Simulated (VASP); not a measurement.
Na, 1 atom in the cell. Symmetry: Im-3m, No. 229, cubic system. Conventional cell: a = 4.380 Å, b = 4.380 Å, c = 4.380 Å, α = 90.00°, β = 90.00°, γ = 90.00°. Within 5.0 Å of Na (site symmetry m-3m) lie 14 Na at 3.79 to 4.38 Å. 

* Program: VASP 6.6.1
* Task: single point
* Functional: LDA
* Potentials or basis: VASP PAW LDA potentials, release 64 (Na_pv)
* Cutoff: 500 eV
* k mesh: 8 × 8 × 8
* Occupations: gaussian, width 0.05 eV
* Spin: no spin polarisation
* Dipole correction: no
* Further INCAR settings: ALGO = Normal; EDIFF = 1e-06; NBANDS = 10

Potentials or basis: VASP PAW LDA potentials, release 64 (Na_pv).

The run is started by

```bash
$ cat potpaw_LDA.64/Na_pv/POTCAR > POTCAR
$ mpirun -np 1 vasp_std > vasp.out
```

Hardware: 1 thread of Intel(R) Xeon(R) 6975P-C (Granite Rapids) (shared host).

Task: How long does it take, and how much memory?

Result: Wall time 2.8 s on 1 thread of Intel(R) Xeon(R) 6975P-C (Granite Rapids) (shared host), peak memory 0.13 GiB. Counts: scf iterations 9, k points 29.
